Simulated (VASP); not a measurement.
**CoSi: single point with PBE**

CoSi:

```xyz
2
Lattice="2.8179 0.0000 0.0000 0.0000 2.8179 0.0000 0.0000 0.0000 2.8179" Properties=species:S:1:pos:R:3 pbc="T T T"
Co    0.0000    0.0000    0.0000
Si    1.4090    1.4090    1.4090
```

This cell differs from its parent crystal: volume scaled by 1.04.

```
Program                : VASP 6.6.1
Task                   : single point
Functional             : PBE
Potentials or basis    : VASP PAW PBE potentials, release 64 (Co, Si)
Cutoff                 : 520 eV
k mesh                 : 10 × 10 × 10
Occupations            : fermi-dirac, width 0.05 eV
Spin                   : collinear spin, ferromagnetic start
Starting moments       : [2.0, 0.0] μB
Dipole correction      : no
Further INCAR settings : ALGO = Normal; EDIFF = 1e-07; NBANDS = 18
```

```
Pressure                                              : -7.2 GPa
Net moment                                            : 0.56 μB per cell
Site moments                                          : Co +0.57; Si +0.01 μB
Valence electrons inside the program's atomic spheres : Co 8.51; Si 1.55
```

Levels at points of the mesh, in eV from the Fermi level:
Spin up:
| k point | band 5 | band 6 | band 7 | band 8 | band 9 | band 10 |
| --- | --- | --- | --- | --- | --- | --- |
| (0.00, 0.00, 0.00) | -1.55 | -1.55 | 2.83 | 2.83 | 2.83 | 7.28 |
| (0.50, 0.00, 0.00) | -2.73 | -1.41 | -0.81 | 6.66 | 7.65 | 7.65 |
| (0.50, 0.50, 0.00) | -2.29 | -2.29 | -1.11 | 1.11 | 1.54 | 7.70 |
| (0.50, 0.50, 0.50) | -1.07 | -1.07 | 1.32 | 1.32 | 1.32 | 3.21 |
Spin down:
```
           k point  band 3  band 4  band 5  band 6  band 7  band 8  band 9  band 10
(0.00, 0.00, 0.00)   -3.35   -1.18   -1.18   -1.18    2.84    2.84    2.84     7.55
(0.50, 0.00, 0.00)   -2.56   -2.43   -2.43   -1.03    0.06    6.65    7.74     7.74
(0.50, 0.50, 0.00)   -5.13   -3.60   -1.96   -1.96   -0.18    1.43    2.04     7.70
(0.50, 0.50, 0.50)   -5.62   -1.97   -0.14   -0.14    1.33    1.33    1.33     3.46
```

Run time: 20 s on 1 thread of Intel(R) Xeon(R) 6975P-C (Granite Rapids), with other jobs on the host, peak memory 0.17 GiB.
